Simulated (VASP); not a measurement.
A run of VASP 6.6.1 is set up as follows.

The input INCAR:

```
SYSTEM = WS2
PREC     = Accurate       ! precision mode
ENCUT    = 600            ! plane-wave cutoff, eV
EDIFF    = 1E-6           ! SCF threshold, eV
ISMEAR   = 0              ! smearing method
SIGMA    = 0.1            ! smearing width, eV
LREAL    = .FALSE.        ! projectors in reciprocal space
LASPH    = .TRUE.         ! aspherical terms in the spheres
NELM     = 100            ! most SCF steps
ALGO     = Normal         ! electronic algorithm
ISIF     = 3              ! what is computed and relaxed
LWAVE    = .FALSE.        ! write WAVECAR
LCHARG   = .FALSE.        ! write CHGCAR
GGA      = PE             ! functional
IBRION   = 2              ! ionic algorithm
NSW      = 100            ! ionic steps
EDIFFG   = -0.01          ! ionic threshold
```

The input KPOINTS:

```
regular mesh
0
G
  18 18 6
  0 0 0
```

The input POSCAR:

```
WS2
1.0
    2.6018176784      0.0000000000      0.0000000000
    0.0000000000      2.6018176784      0.0000000000
    0.0000000000      0.0000000000      9.2367743095
W S
1 2
Direct
    0.5000000000      0.5000000000      0.5000000000
    0.5000000000      0.5000000000      0.7618805121
    0.5000000000      0.5000000000      0.2381194879
```

Potentials or basis: VASP PAW PBE potentials, release 64 (W_sv, S).

Command:

```bash
$ cat potpaw_PBE.64/W_sv/POTCAR potpaw_PBE.64/S/POTCAR > POTCAR
$ mpirun -np 1 vasp_std > vasp.out
```

**Question.** What does it give for the relaxed volume?

**Answer.** 20.95 Å³/atom.

**Question.** What does it give for the space group after relaxing (to 0.05 Å)?

**Answer.** P4/mmm (No. 123).

**Question.** Estimate the band gap on the k mesh.

**Answer.** Zero (band 13 reaches 7.78 eV, above the bottom of band 14 at 3.92 eV).

Forces on the atoms (eV/Å):
```
W    0.000  0.000  0.000
S    0.000  0.000  0.002
S    0.000  0.000 -0.002
```

Caveat: spin-orbit coupling is left out, which moves the levels of the heavy elements; this functional lacks dispersion, which binds the layers, so the pressure and a relaxed spacing across them are unreliable.
